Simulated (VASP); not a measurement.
The system is BaC.

```
CELL_PARAMETERS angstrom
0.00000 2.93415 2.93415
2.93415 0.00000 2.93415
2.93415 2.93415 0.00000
ATOMIC_POSITIONS crystal
Ba 0.00000 0.00000 0.00000
C 0.75000 0.75000 0.75000
```

* Program: VASP 6.6.1
* Task: relaxation of cell and atoms
* Functional: PBE
* Potentials or basis: VASP PAW PBE potentials, release 64 (Ba_sv, C)
* Cutoff: 600 eV
* k mesh: 6 × 6 × 6
* Occupations: gaussian, width 0.1 eV
* Spin: collinear spin
* Starting moments: [0.18, 1.4] μB

At the start: pressure 13.6 GPa; volume 25.26 Å³/atom.

How do energy, volume and symmetry change on relaxing?

Over 3 steps the energy falls by 310.6 meV/atom and the volume is 34.56 Å³/atom (+36.8 %); space group F-43m (No. 216, to 0.1 Å) before and after; moment 2.00 μB per cell.

Step by step:
| step | energy change (eV) | largest force (eV/Å) | pressure (GPa) | volume (Å³) |
| --- | --- | --- | --- | --- |
| 1 | 0.0000 | 0.0000 | 13.60 | 50.52 |
| 2 | -0.6198 | 0.0000 | 0.40 | 67.87 |
| 3 | -0.6211 | 0.0000 | -0.07 | 69.12 |

Final structure:
```
CELL_PARAMETERS angstrom
0.00000 3.25732 3.25732
3.25732 0.00000 3.25732
3.25732 3.25732 0.00000
ATOMIC_POSITIONS crystal
Ba 0.00000 0.00000 0.00000
C 0.75000 0.75000 0.75000
```

Caveat: the volume moved by over 15 % at a fixed basis, so the end points are rough.
